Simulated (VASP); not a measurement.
# Fe (Im-3m) in VASP: notebook, part 2 of 2

VASP 6.6.1. The steps go on from the part before.

## Step 5: Single point, PBE, collinear spin, ferromagnetic start

Contents of INCAR:

```
ALGO     = Normal         # electronic algorithm
EDIFF    = 1E-6           # SCF threshold, eV
ENCUT    = 520            # plane-wave cutoff, eV
GGA      = PE             # functional
ISIF     = 2              # what is computed and relaxed
ISMEAR   = 1              # smearing method
ISPIN    = 2              # spin polarisation
LASPH    = True           # aspherical terms in the spheres
LCHARG   = False          # write CHGCAR
LMAXMIX  = 4              # l up to which the mixer works
LORBIT   = 11             # projections on sites
LREAL    = False          # projectors in reciprocal space
LWAVE    = False          # write WAVECAR
MAGMOM   = 2.208          # initial moments
NBANDS   = 14             # bands
NELM     = 150            # most SCF steps
PREC     = Accurate       # precision mode
SIGMA    = 0.3            # smearing width, eV
```

Contents of KPOINTS:

```
k-points
0
Gamma
  15 15 15
```

Contents of POSCAR:

```
Fe
1.0
   -1.4163059769      1.4163059769      1.4163059769
    1.4163059769     -1.4163059769      1.4163059769
    1.4163059769      1.4163059769     -1.4163059769
Fe
1
Direct
    0.0000000000      0.0000000000      0.0000000000
```

Started as:

```
cat potpaw_PBE.64/Fe/POTCAR > POTCAR
mpirun -np 1 vasp_std > vasp.out
```

It took 61 s on 1 thread of AMD EPYC 7R13, shared host; peak memory 0.11 GiB.

It converged, with:

* Free energy: -8.2441 eV
* Pressure: -0.2 GPa
* Net moment: 2.19 μB per cell
* Site moments: Fe +2.19 μB
* Valence electrons inside the program's atomic spheres: Fe 7.27

Levels at points of the mesh, in eV from the Fermi level:
Spin up:
| k point | band 1 | band 2 | band 3 | band 4 | band 5 | band 6 | band 7 | band 8 | band 9 | band 10 |
| --- | --- | --- | --- | --- | --- | --- | --- | --- | --- | --- |
| (0.00, 0.00, 0.00) | -8.43 | -2.31 | -2.31 | -2.31 | -1.10 | -1.10 | 25.02 | 25.02 | 25.02 | 30.10 |
Spin down:
```
           k point  band 1  band 2  band 3  band 4  band 5  band 6
(0.00, 0.00, 0.00)   -8.27   -0.39   -0.39   -0.39    1.66    1.66
```

## Step 6: Single point, PBE

This run uses another cell than the first one, of 10.53 Å³/atom, 0.927 times its volume.

Contents of INCAR:

```
  PREC = Accurate
  ENCUT = 600
  EDIFF = 1E-6
  ISMEAR = -1
  SIGMA = 0.1
  LREAL = F
  LASPH = T
  NELM = 120
  ALGO = Normal
  ISIF = 2
  LWAVE = F
  LCHARG = F
  GGA = PE
  NBANDS = 10
  GGA_COMPAT = F
```

Contents of KPOINTS:

```
Automatic mesh
0
Gamma
  3 3 3
```

Contents of POSCAR:

```
Fe
1.0
   -1.3807996972      1.3807996972      1.3807996972
    1.3807996972     -1.3807996972      1.3807996972
    1.3807996972      1.3807996972     -1.3807996972
Fe
1
Direct
    0.0000000000      0.0000000000      0.0000000000
```

Potentials or basis: VASP PAW PBE potentials, release 64 (Fe).

Started as:

```
cat potpaw_PBE.64/Fe/POTCAR > POTCAR
mpirun -np 1 vasp_std > vasp.out
```

OUTCAR:

```text
PREC = Accurate
   ENCUT = 600
   EDIFF = 1E-6
   ISMEAR = -1
   LREAL = F
   LASPH = T
   NELM = 120
   ISIF = 2
   GGA = PE

 ion  position               nearest neighbor table
   1  0.000  0.000  0.000-

  LATTYP: Found a body centered cubic cell.
 ALAT       =     2.7615993944

  Lattice vectors:

 A1 = (  -1.3807996972,   1.3807996972,   1.3807996972)
 A2 = (   1.3807996972,  -1.3807996972,   1.3807996972)
 A3 = (   1.3807996972,   1.3807996972,  -1.3807996972)

Analysis of symmetry for initial positions (statically):
=====================================================================
 Subroutine PRICEL returns:
 Original cell was already a primitive cell.

 Routine SETGRP: Setting up the symmetry group for a
 body centered cubic supercell.

 Subroutine GETGRP returns: Found 48 space group operations
 (whereof 48 operations were pure point group operations)
 out of a pool of 48 trial point group operations.

The static configuration has the point symmetry O_h .

Analysis of symmetry for dynamics (positions and initial velocities):
=====================================================================
 Subroutine PRICEL returns:
 Original cell was already a primitive cell.

 Routine SETGRP: Setting up the symmetry group for a
 body centered cubic supercell.

 Subroutine GETGRP returns: Found 48 space group operations
 (whereof 48 operations were pure point group operations)
 out of a pool of 48 trial point group operations.

The dynamic configuration has the point symmetry O_h .

 Subroutine INISYM returns: Found 48 space group operations
 (whereof 48 operations are pure point group operations),
 and found     1 'primitive' translations

----------------------------------------------------------------------------------------

[... 90 lines left out ...]
  volume/ion in A,a.u.               =      10.53        71.06
  Fermi-wavevector in a.u.,A,eV,Ry     =   1.493783  2.822840 30.359868  2.231387
  Thomas-Fermi vector in A             =   2.606139
   LORBIT       =      0    0 simple, 1 ext, 2 COOP (PROOUT), +10 PAW based schemes
   GGA     = PE    functional components
   LHFCALC =     F    Hartree Fock is set to
   AEXX    =    0.0000 exact exchange contribution
   IVDW    =     0    specifies the selected vdW correction
   LEPSILON=     F    determine dielectric tensor
   LRPA    =     F    only Hartree local field effects (RPA)
 non-spin polarized calculation
  energy-cutoff  :      600.00
  volume of cell :       10.53
 maximum number of plane-waves:       369
   NGX =  9   NGY =  9   NGZ =  9

 number of electron       7.9999995 magnetization

 Free energy of the ion-electron system (eV)
  ---------------------------------------------------
  ext. energy  EPLUGINS =         0.00000000
  ---------------------------------------------------
  free energy    TOTEN  =        -7.22116598 eV

  energy without entropy =       -7.04444800  energy(sigma->0) =       -7.13280699

 E-fermi :   6.5710     XC(G=0): -13.6262

 val. band max:        6.4964208790   @ k =   0.0000   0.0000   0.0000
 cond. band min:       6.6507568628   @ k =   0.3333   0.0000   0.0000
 fundamental gap:      0.1543359838
 Fermi energy:         6.5710408261

 k-point     1 :       0.0000    0.0000    0.0000
  band No.  band energies     occupation
      1      -2.1736      2.00000
      2       4.7669      2.00000
      3       4.7669      2.00000
      4       4.7669      2.00000
      5       6.4964      1.35670
      6       6.4964      1.35670
      7      32.3290      0.00000
      8      32.3290      0.00000
      9      32.3290      0.00000
     10      38.0767      0.00000
[... 27 lines left out ...]
 k-point     4 :      -0.3333    0.3333    0.3333
  band No.  band energies     occupation
      1       2.5978      2.00000
      2       3.0466      2.00000
      3       6.0239      1.99162
      4       6.0239      1.99162
      5       6.8254      0.14576
      6      10.2906      0.00000
      7      21.2507      0.00000
      8      21.2507      0.00000
      9      24.0711      0.00000
     10      26.3536      0.00000

------------------------ aborting loop because EDIFF is reached ----------------------------------------

  FORCE on cell =-STRESS in cart. coord.  units (eV):
  Direction    XX          YY          ZZ          XY          YZ          ZX
  --------------------------------------------------------------------------------------
  -------------------------------------------------------------------------------------
  Total        1.1109615      1.1109615      1.1109615     -0.0000000     -0.0000000      0.0000000
  in kB      169.0275717    169.0275717    169.0275717     -0.0000000     -0.0000000      0.0000000
  external PRESSURE =     169.0275717 kB  Pullay stress =       0.0000000 kB

 VOLUME and BASIS-vectors are now :
 -----------------------------------------------------------------------------
  energy-cutoff  :      600.00
  volume of cell :       10.53
      direct lattice vectors                 reciprocal lattice vectors
    -1.380799697  1.380799697  1.380799697     0.000000000  0.362109002  0.362109002
     1.380799697 -1.380799697  1.380799697     0.362109002  0.000000000  0.362109002
     1.380799697  1.380799697 -1.380799697     0.362109002  0.362109002  0.000000000

 POSITION                                       TOTAL-FORCE (eV/Angst)
 -----------------------------------------------------------------------------------
      0.00000      0.00000      0.00000         0.000000      0.000000      0.000000
 -----------------------------------------------------------------------------------
    total drift:                                0.000000      0.000000      0.000000

  FREE ENERGIE OF THE ION-ELECTRON SYSTEM (eV)
  ---------------------------------------------------
  free  energy   TOTEN  =        -7.2211659832 eV

  energy  without entropy=       -7.0444479952  energy(sigma->0) =       -7.13280699
```

OSZICAR:

```text
N       E                     dE             d eps       ncg     rms          rms(c)
DAV:   1     0.196196647267E+02    0.19620E+02   -0.50404E+03    80   0.117E+03
DAV:   2    -0.830235114310E+01   -0.27922E+02   -0.27278E+02    80   0.148E+02
DAV:   3    -0.871110532165E+01   -0.40875E+00   -0.39781E+00    86   0.207E+01
DAV:   4    -0.871297558824E+01   -0.18703E-02   -0.18694E-02    80   0.125E+00
DAV:   5    -0.871299562999E+01   -0.20042E-04   -0.20042E-04    84   0.125E-01    0.121E+01
DAV:   6    -0.729944267649E+01    0.14136E+01   -0.93756E+00    84   0.521E+01    0.229E+00
DAV:   7    -0.724218508425E+01    0.57258E-01   -0.17594E-01    86   0.751E+00    0.124E+00
DAV:   8    -0.722293684423E+01    0.19248E-01   -0.52871E-03    98   0.669E-01    0.311E-01
DAV:   9    -0.722116981096E+01    0.17670E-02   -0.93396E-04    90   0.276E-01    0.752E-02
DAV:  10    -0.722116733910E+01    0.24719E-05   -0.13538E-05    80   0.500E-02    0.109E-02
DAV:  11    -0.722116580295E+01    0.15361E-05   -0.80289E-08    48   0.329E-03    0.148E-03
DAV:  12    -0.722116598321E+01   -0.18025E-06   -0.97246E-09    40   0.104E-03
   1 F= -.72211660E+01 E0= -.71328070E+01  d E =-.176718E+00
```

Wall time 2.3 s (1 thread of Intel Xeon 8259CL, shared host); peak memory 0.12 GiB.

Results:

* Free energy: -7.2212 eV
* Pressure: 16.9 GPa
* Band gap on the k mesh: zero (band 4 reaches 6.70 eV, above the bottom of band 5 at 6.50 eV)

Caveat: the k points lie up to 1.07 Å⁻¹ apart; the run has no spin polarisation, though such a crystal can be magnetic. Spin polarisation is off, so any magnetic state and its effect on volume and gap are missing.

## Step 7: Overview

```tsv
spin	cell	k mesh	cutoff (eV)	smearing	gap on the mesh (eV)	pressure (GPa)	moment (μB)
collinear, ferromagnetic start	a = 2.453 Å, angles 109.5°, 1 atom	15 × 15 × 15	520	methfessel-paxton 0.03 eV	none	-0.3	2.18
collinear, ferromagnetic start	a = 2.453 Å, angles 109.5°, 1 atom	15 × 15 × 15	520	methfessel-paxton 0.1 eV	none	0.0	2.19
collinear, ferromagnetic start	a = 2.453 Å, angles 109.5°, 1 atom	15 × 15 × 15	520	methfessel-paxton 0.2 eV	none	-0.1	2.20
collinear, ferromagnetic start	a = 2.453 Å, angles 109.5°, 1 atom	15 × 15 × 15	520	methfessel-paxton 0.3 eV	none	-0.2	2.19
off	a = 2.392 Å, angles 109.5°, 1 atom	3 × 3 × 3	600	fermi-dirac 0.1 eV	none	16.9	-
```

Alike in all rows: task single point; level PBE; potentials or basis VASP PAW PBE potentials, release 64 (Fe).

Caveats: some runs use coarse meshes.

Total energies depend on the potentials used, so only differences within one code and one set of settings carry meaning.
